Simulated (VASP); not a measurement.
# Sr (I4/mmm) in VASP: a series of runs

The runs below take Sr through single point, with r2SCAN.

Everything below comes from runs of VASP 6.6.1. Logs are shortened: lines on timing, memory, paths and dates and some standing lists are left out, and cuts for length are marked.

## (1) The cell of the first run

Symmetry: I4/mmm, No. 139, tetragonal system. Conventional cell: a = 4.462 Å, b = 4.462 Å, c = 5.238 Å, α = 90.00°, β = 90.00°, γ = 90.00°. Sr (site symmetry 4/mmm) has 14 Sr at 4.10 to 5.24 Å within 5.4 Å.

## (2) Single point, r2SCAN (strain -0.080 along x and y, +0.080 along z)

POSCAR

```
Sr
1.0
   -2.2310000000      2.2310000000      2.6190000000
    2.2310000000     -2.2310000000      2.6190000000
    2.2310000000      2.2310000000     -2.6190000000
Sr
1
Direct
    0.0000000000      0.0000000000      0.0000000000
```

INCAR.step1

```
PREC = Accurate
ENCUT = 520
ISMEAR = 0
SIGMA = 0.15
LREAL = False
LASPH = True
NELM = 80
NBANDS = 11
GGA = PE
ALGO = Normal
EDIFF = 1E-4
LWAVE = True
LCHARG = False
```

INCAR.step2

```
PREC = Accurate
ENCUT = 520
EDIFF = 1E-6
ISMEAR = 0
SIGMA = 0.15
LREAL = False
LASPH = True
NELM = 80
ALGO = Normal
ISIF = 2
LWAVE = False
LCHARG = False
METAGGA = R2SCAN
LMIXTAU = True
NBANDS = 11
ISTART = 1
```

KPOINTS

```
regular mesh
0
Gamma
  14 14 14
```

Potentials or basis: VASP PAW PBE potentials, release 64 (Sr_sv).

Launch:

```sh
> cat potpaw_PBE.64/Sr_sv/POTCAR > POTCAR
> cp INCAR.step1 INCAR
> mpirun -np 1 vasp_std > vasp.out
> cp INCAR.step2 INCAR
> mpirun -np 1 vasp_std > vasp.out
```

OUTCAR:

```text
PREC = Accurate
   ENCUT = 520
   EDIFF = 1E-6
   ISMEAR = 0
   LREAL = False
   LASPH = True
   NELM = 80
   ISIF = 2
   METAGGA = R2SCAN
   ISTART = 1

 ion  position               nearest neighbor table
   1  0.000  0.000  0.000-

  LATTYP: Found a body centered tetragonal cell.
 ALAT       =     4.4620000000
 C/A-ratio  =     1.1739130435

  Lattice vectors:

 A1 = (  -2.2310000000,   2.2310000000,   2.6190000000)
 A2 = (   2.2310000000,  -2.2310000000,   2.6190000000)
 A3 = (   2.2310000000,   2.2310000000,  -2.6190000000)

Analysis of symmetry for initial positions (statically):
=====================================================================
 Subroutine PRICEL returns:
 Original cell was already a primitive cell.

 Routine SETGRP: Setting up the symmetry group for a
 body centered tetragonal supercell.

 Subroutine GETGRP returns: Found 16 space group operations
 (whereof 16 operations were pure point group operations)
 out of a pool of 16 trial point group operations.

The static configuration has the point symmetry D_4h.

Analysis of symmetry for dynamics (positions and initial velocities):
=====================================================================
 Subroutine PRICEL returns:
 Original cell was already a primitive cell.

 Routine SETGRP: Setting up the symmetry group for a
 body centered tetragonal supercell.

 Subroutine GETGRP returns: Found 16 space group operations
 (whereof 16 operations were pure point group operations)
 out of a pool of 16 trial point group operations.

The dynamic configuration has the point symmetry D_4h.

 Subroutine INISYM returns: Found 16 space group operations
 (whereof 16 operations are pure point group operations),
 and found     1 'primitive' translations

----------------------------------------------------------------------------------------

                                     Primitive cell

  volume of cell :      52.1428

  direct lattice vectors                    reciprocal lattice vectors
    -2.231000000  2.231000000  2.619000000     0.000000000  0.224114747  0.190912562
     2.231000000 -2.231000000  2.619000000     0.224114747  0.000000000  0.190912562
     2.231000000  2.231000000 -2.619000000     0.224114747  0.224114747  0.000000000

  length of vectors
     4.100473509  4.100473509  4.100473509     0.294406226  0.294406226  0.316946114

  position of ions in fractional coordinates (direct lattice)
     0.000000000  0.000000000  0.000000000

  ion indices of the primitive-cell ions
   primitive index   ion index
                 1           1

----------------------------------------------------------------------------------------

 KPOINTS: regular mesh

Automatic generation of k-mesh.
 Grid dimensions read from file:
 generate k-points for:   14   14   14

 Generating k-lattice:

  Cartesian coordinates                     Fractional coordinates (reciprocal lattice)
     0.000000000  0.016008196  0.013636612     0.071428571  0.000000000 -0.000000000
     0.016008196  0.000000000  0.013636612     0.000000000  0.071428571 -0.000000000
     0.016008196  0.016008196  0.000000000     0.000000000  0.000000000  0.071428571

  Length of vectors
     0.021029016  0.021029016  0.022639008

  Shift w.r.t. Gamma in fractional coordinates (k-lattice)
     0.000000000  0.000000000  0.000000000

 Subroutine IBZKPT returns following result:
 ===========================================

 Found    244 irreducible k-points:

 Following reciprocal coordinates:
            Coordinates               Weight
  0.000000  0.000000  0.000000      1.000000
  0.071429 -0.000000  0.000000      8.000000
  0.142857 -0.000000  0.000000      8.000000
  0.214286 -0.000000  0.000000      8.000000
  0.285714 -0.000000  0.000000      8.000000
  0.357143  0.000000  0.000000      8.000000
[... 16 lines left out ...]
  0.214286  0.142857  0.000000     16.000000
  0.285714  0.142857  0.000000     16.000000
 [... further k-points ...]
   k-points           NKPTS =    244   k-points in BZ     NKDIM =    244   number of bands    NBANDS=     11
   number of dos      NEDOS =    301   number of ions     NIONS =      1
   total plane-waves  NPLWV =  27000
   dimension x,y,z NGX =    30 NGY =   30 NGZ =   30
   dimension x,y,z NGXF=    60 NGYF=   60 NGZF=   60
   ions per type =               1
   NGX,Y,Z   is equivalent  to a cutoff of  12.16, 12.16, 12.16 a.u.
   NGXF,Y,Z  is equivalent  to a cutoff of  24.33, 24.33, 24.33 a.u.
 SYSTEM =  unknown system
   PREC   = accura    normal or accurate (medium, high low for compatibility)
   ISTART =      1    job   : 0-new  1-cont  2-samecut
   ICHARG =      0    charge: 1-file 2-atom 10-const
   ISPIN  =      1    spin polarized calculation?
   LNONCOLLINEAR =      F non collinear calculations
   LSORBIT =      F    spin-orbit coupling
   LASPH  =      T    aspherical Exc in radial PAW
   ENCUT  =  520.0 eV  38.22 Ry    6.18 a.u.   7.62  7.62  7.62*2*pi/ulx,y,z
   NELM   =     80;   NELMIN=  2; NELMDL=  0     # of ELM steps
   EDIFF  = 0.1E-05   stopping-criterion for ELM
   LREAL  =      F    real-space projection
   EDIFFG = 0.1E-04   stopping-criterion for IOM
   NSW    =      0    number of steps for IOM
   IBRION =     -1    ionic relax: 0-MD 1-quasi-New 2-CG
   NFREE  =      0    steps in history (QN), initial steepest desc. (CG)
   ISIF   =      2    stress and relaxation
   ISYM   =      2    0-nonsym 1-usesym 2-fastsym
   POTIM  = 0.5000    time-step for ionic-motion
   TEBEG  =    0.0;   TEEND  =   0.0 temperature during run
   PSTRESS=    0.0 pullay stress
   NELECT =      10.0000    total number of electrons
   NUPDOWN=      -1.0000    fix difference up-down
   EMIN   =  10.00;   EMAX   =-10.00  energy-range for DOS
   EFERMI =   0.00;   METHOD = LEGACY
   ISMEAR =     0;   SIGMA  =   0.15  broadening in eV -4-tet -1-fermi 0-gaus
   EFERMI_NEDOS =   21; number of points for ismear=-14 and -15
   IALGO  =     38    algorithm
   IMIX   =      4    mixing-type and parameters
     AMIX     =   0.40;   BMIX     =  1.00
     AMIX_MAG =   1.60;   BMIX_MAG =  1.00
  volume/ion in A,a.u.               =      52.14       351.88
  Fermi-wavevector in a.u.,A,eV,Ry     =   0.944083  1.784057 12.126761  0.891292
  Thomas-Fermi vector in A             =   2.071853
   LORBIT       =      0    0 simple, 1 ext, 2 COOP (PROOUT), +10 PAW based schemes
   METAGGA = R2SCAN    functional components
   LHFCALC =     F    Hartree Fock is set to
   AEXX    =    0.0000 exact exchange contribution
   IVDW    =     0    specifies the selected vdW correction
   LEPSILON=     F    determine dielectric tensor
   LRPA    =     F    only Hartree local field effects (RPA)
 non-spin polarized calculation
 Gauss-broadening in eV      SIGMA  =   0.15
  energy-cutoff  :      520.00
  volume of cell :       52.14
 maximum number of plane-waves:      1426
   NGX = 15   NGY = 15   NGZ = 15

 number of electron      10.0000000 magnetization

 Free energy of the ion-electron system (eV)
  ---------------------------------------------------
  ext. energy  EPLUGINS =         0.00000000
  ---------------------------------------------------
  free energy    TOTEN  =       -15.08532381 eV

  energy without entropy =      -15.07127772  energy(sigma->0) =      -15.07830076

 E-fermi :   1.8048     XC(G=0):  -7.9580

 val. band max:        1.8044911854   @ k =  -0.2143   0.5000   0.1429
 cond. band min:       1.8152440615   @ k =  -0.3571  -0.4286   0.1429
 fundamental gap:      0.0107528761
 Fermi energy:         1.8048471079

 k-point     1 :       0.0000    0.0000    0.0000
  band No.  band energies     occupation
      1     -36.1186      2.00000
      2     -17.3713      2.00000
      3     -17.3713      2.00000
      4     -17.3590      2.00000
      5      -2.1080      2.00000
      6       4.4187      0.00000
      7       4.4187      0.00000
      8       5.2981      0.00000
      9       5.3209      0.00000
     10       6.5158      0.00000
     11       9.7713      0.00000

 k-point     2 :       0.0714   -0.0000    0.0000
  band No.  band energies     occupation
      1     -36.1176      2.00000
      2     -17.3809      2.00000
      3     -17.3744      2.00000
      4     -17.3624      2.00000
      5      -2.0155      2.00000
      6       4.3500      0.00000
      7       4.4420      0.00000
      8       5.2345      0.00000
      9       5.2994      0.00000
     10       6.4384      0.00000
     11      10.0157      0.00000

 k-point     3 :       0.1429   -0.0000    0.0000
  band No.  band energies     occupation
      1     -36.1148      2.00000
      2     -17.4149      2.00000
      3     -17.3831      2.00000
      4     -17.3646      2.00000
      5      -1.7446      2.00000
      6       4.0672      0.00000
      7       4.4325      0.00000
      8       5.1993      0.00000
      9       5.3484      0.00000
     10       6.2842      0.00000
     11      10.4656      0.00000

 k-point     4 :       0.2143   -0.0000    0.0000
  band No.  band energies     occupation
      1     -36.1108      2.00000
      2     -17.4652      2.00000
      3     -17.3956      2.00000
      4     -17.3659      2.00000
      5      -1.3158      2.00000
      6       3.5948      0.00000
      7       4.2849      0.00000
      8       5.2759      0.00000
      9       5.6394      0.00000
     10       6.1851      0.00000
     11      10.0393      0.00000
[... 239 lines left out ...]
 k-point    22 :       0.1429    0.1429    0.0000
  band No.  band energies     occupation
      1     -36.1090      2.00000
      2     -17.4785      2.00000
      3     -17.4052      2.00000
      4     -17.3707      2.00000
      5      -1.1171      2.00000
      6       3.4633      0.00000
      7       4.1184      0.00000
      8       5.2713      0.00000
      9       5.7398      0.00000
     10       6.3242      0.00000
     11      10.0197      0.00000

 k-point    23 :       0.2143    0.1429    0.0000
  band No.  band energies     occupation
      1     -36.1049      2.00000
      2     -17.5202      2.00000
      3     -17.4233      2.00000
      4     -17.3741      2.00000
      5      -0.5939      2.00000
      6       3.0543      0.00000
      7       3.8457      0.00000
      8       5.4435      0.00000
      9       5.8102      0.00000
     10       6.6606      0.00000
     11       9.4809      0.00000

 k-point    24 :       0.2857    0.1429    0.0000
  band No.  band energies     occupation
      1     -36.1011      2.00000
      2     -17.5584      2.00000
      3     -17.4400      2.00000
      4     -17.3775      2.00000
      5       0.0121      2.00000
      6       2.6339      0.00000
      7       3.6127      0.00000
      8       5.3857      0.00000
      9       6.0570      0.00000
     10       7.1982      0.00000
     11       8.9362      0.00000

 [... further k-points ...]

------------------------ aborting loop because EDIFF is reached ----------------------------------------

  FORCE on cell =-STRESS in cart. coord.  units (eV):
  Direction    XX          YY          ZZ          XY          YZ          ZX
  --------------------------------------------------------------------------------------
  -------------------------------------------------------------------------------------
  Total        0.3297703      0.3297703      0.3539835      0.0000000      0.0000000      0.0000000
  in kB       10.1327532     10.1327532     10.8767461      0.0000000      0.0000000      0.0000000
  external PRESSURE =      10.3807508 kB  Pullay stress =       0.0000000 kB

 VOLUME and BASIS-vectors are now :
 -----------------------------------------------------------------------------
  energy-cutoff  :      520.00
  volume of cell :       52.14
      direct lattice vectors                 reciprocal lattice vectors
    -2.231000000  2.231000000  2.619000000     0.000000000  0.224114747  0.190912562
     2.231000000 -2.231000000  2.619000000     0.224114747  0.000000000  0.190912562
     2.231000000  2.231000000 -2.619000000     0.224114747  0.224114747  0.000000000

 POSITION                                       TOTAL-FORCE (eV/Angst)
 -----------------------------------------------------------------------------------
      0.00000      0.00000      0.00000         0.000000     -0.000000     -0.000000
 -----------------------------------------------------------------------------------
    total drift:                                0.000000     -0.000000      0.000000

  FREE ENERGIE OF THE ION-ELECTRON SYSTEM (eV)
  ---------------------------------------------------
  free  energy   TOTEN  =       -15.0853238065 eV

  energy  without entropy=      -15.0712777151  energy(sigma->0) =      -15.07830076
```

It took 8 min on 1 thread of Oxide Virtual Turin-like, shared host; peak memory 0.24 GiB.

What came out:

```
Free energy            : -15.0853 eV
Pressure               : 1.0 GPa
Band gap on the k mesh : zero (bands 5 and 6 overlap by 0.24 eV)
```

Caveat: the cell differs from its parent crystal (strain -0.080 along x and y, +0.080 along z); the PAW data sets were made with another functional, which shifts forces and pressure a little.

## (3) Single point, r2SCAN (strain +0.000 along x and y, -0.080 along z)

POSCAR

```
Sr
1.0
   -2.4250000000      2.4250000000      2.2310000000
    2.4250000000     -2.4250000000      2.2310000000
    2.4250000000      2.4250000000     -2.2310000000
Sr
1
Direct
    0.0000000000      0.0000000000      0.0000000000
```

INCAR.step1

```
ALGO     = Normal         # electronic algorithm
EDIFF    = 1E-4           # SCF threshold, eV
ENCUT    = 520            # plane-wave cutoff, eV
GGA      = PE             # functional
ISMEAR   = 0              # smearing method
LASPH    = T              # aspherical terms in the spheres
LCHARG   = F              # write CHGCAR
LREAL    = F              # projectors in reciprocal space
LWAVE    = T              # write WAVECAR
NBANDS   = 11             # bands
NELM     = 80             # most SCF steps
PREC     = Accurate       # precision mode
SIGMA    = 0.15           # smearing width, eV
```

INCAR.step2

```
ALGO     = Normal         # electronic algorithm
EDIFF    = 1E-7           # SCF threshold, eV
ENCUT    = 520            # plane-wave cutoff, eV
ISIF     = 2              # what is computed and relaxed
ISMEAR   = 0              # smearing method
ISTART   = 1            
LASPH    = T              # aspherical terms in the spheres
LCHARG   = F              # write CHGCAR
LMIXTAU  = T            
LREAL    = F              # projectors in reciprocal space
LWAVE    = F              # write WAVECAR
METAGGA  = R2SCAN         # meta-GGA
NBANDS   = 11             # bands
NELM     = 80             # most SCF steps
PREC     = Accurate       # precision mode
SIGMA    = 0.15           # smearing width, eV
```

KPOINTS

```
k-points
0
Gamma
  14 14 14
```

Potentials or basis: VASP PAW PBE potentials, release 64 (Sr_sv).

Launch:

```sh
> cat potpaw_PBE.64/Sr_sv/POTCAR > POTCAR
> cp INCAR.step1 INCAR
> mpirun -np 1 vasp_std > vasp.out
> cp INCAR.step2 INCAR
> mpirun -np 1 vasp_std > vasp.out
```

Run time: 9.3 min. Hardware: 1 thread of Oxide Virtual Turin-like, shared host; peak memory 0.25 GiB.

The run converged. Its results:

| Property | Result |
| --- | --- |
| Free energy | -15.0853 eV |
| Pressure | 0.9 GPa |
| Band gap on the k mesh | zero (bands 5 and 6 overlap by 0.37 eV) |

Stress tensor (GPa, compression positive):
```
0.71 0.00 0.00
0.00 0.71 0.00
0.00 0.00 1.14
```

Levels at points of the mesh, in eV from the Fermi level:
| k point | band 3 | band 4 | band 5 | band 6 | band 7 | band 8 |
| --- | --- | --- | --- | --- | --- | --- |
| (0.00, 0.00, 0.00) | -19.17 | -19.17 | -3.89 | 2.47 | 3.03 | 3.03 |
| (0.50, 0.00, 0.00) | -19.25 | -19.19 | -0.92 | 0.32 | 1.29 | 4.14 |
| (0.50, 0.50, 0.00) | -19.25 | -19.16 | -1.08 | 0.03 | 1.90 | 3.65 |
| (0.50, 0.50, 0.50) | -19.35 | -19.32 | -0.27 | -0.08 | 3.68 | 3.68 |

Caveat: the cell differs from its parent crystal (strain +0.000 along x and y, -0.080 along z); the PAW data sets were made with another functional, which shifts forces and pressure a little.

## (4) Single point, r2SCAN (strain -0.040 along x and y, +0.040 along z)

POSCAR

```
Sr
1.0
   -2.3280000000      2.3280000000      2.5220000000
    2.3280000000     -2.3280000000      2.5220000000
    2.3280000000      2.3280000000     -2.5220000000
Sr
1
Direct
    0.0000000000      0.0000000000      0.0000000000
```

INCAR.step1

```
SYSTEM = Sr
ALGO = Normal ; EDIFF = 1E-4
ENCUT = 520 ; GGA = PE
ISMEAR = 0 ; LASPH = .TRUE.
LCHARG = .FALSE. ; LREAL = .FALSE.
LWAVE = .TRUE. ; NBANDS = 11
NELM = 60 ; PREC = Accurate
SIGMA = 0.15
```

INCAR.step2

```
SYSTEM = Sr
ALGO = Normal ; EDIFF = 1E-6
ENCUT = 520 ; ISIF = 2
ISMEAR = 0 ; ISTART = 1
LASPH = .TRUE. ; LCHARG = .FALSE.
LMIXTAU = .TRUE. ; LREAL = .FALSE.
LWAVE = .FALSE. ; METAGGA = R2SCAN
NBANDS = 11 ; NELM = 60
PREC = Accurate ; SIGMA = 0.15
```

KPOINTS

```
k-points
0
G
  14 14 14
  0 0 0
```

Launch:

```sh
> cat potpaw_PBE.64/Sr_sv/POTCAR > POTCAR
> cp INCAR.step1 INCAR
> mpirun -np 1 vasp_std > vasp.out
> cp INCAR.step2 INCAR
> mpirun -np 1 vasp_std > vasp.out
```

It took 9.1 min on 1 thread of Oxide Virtual Turin-like, shared host; peak memory 0.25 GiB.

Results (log left out):

```
Free energy            : -15.0954 eV
Pressure               : 0.3 GPa
Band gap on the k mesh : zero (bands 5 and 6 overlap by 0.24 eV)
```

Levels at points of the mesh, in eV from the Fermi level:
| k point | band 3 | band 4 | band 5 | band 6 | band 7 | band 8 |
| --- | --- | --- | --- | --- | --- | --- |
| (0.00, 0.00, 0.00) | -19.28 | -19.27 | -3.84 | 2.62 | 2.62 | 3.08 |
| (0.50, 0.00, 0.00) | -19.34 | -19.27 | -1.00 | 0.06 | 1.66 | 3.65 |
| (0.50, 0.50, 0.00) | -19.34 | -19.29 | -0.87 | 0.32 | 1.12 | 4.37 |
| (0.50, 0.50, 0.50) | -19.41 | -19.41 | -0.22 | -0.01 | 3.14 | 4.31 |

Caveat: the cell differs from its parent crystal (strain -0.040 along x and y, +0.040 along z); the PAW data sets were made with another functional, which shifts forces and pressure a little.

## (5) Summary

| cell | gap on the mesh (eV) | pressure (GPa) |
| --- | --- | --- |
| a = 4.100 Å, angles 114.1, 114.1, 100.6°, 1 atom | none | 1.0 |
| a = 4.091 Å, angles 107.3, 107.3, 113.9°, 1 atom | none | 0.9 |
| a = 4.147 Å, angles 111.7, 111.7, 105.1°, 1 atom | none | 0.3 |

Alike in all rows: task single point; level r2SCAN; potentials or basis VASP PAW PBE potentials, release 64 (Sr_sv); no spin polarisation; k mesh 14 × 14 × 14; cutoff (eV) 520; smearing gaussian 0.15 eV.

Caveats: the PAW data sets were made with another functional, which shifts forces and pressure a little.

Absolute energies hang on the potentials; compare differences alone.
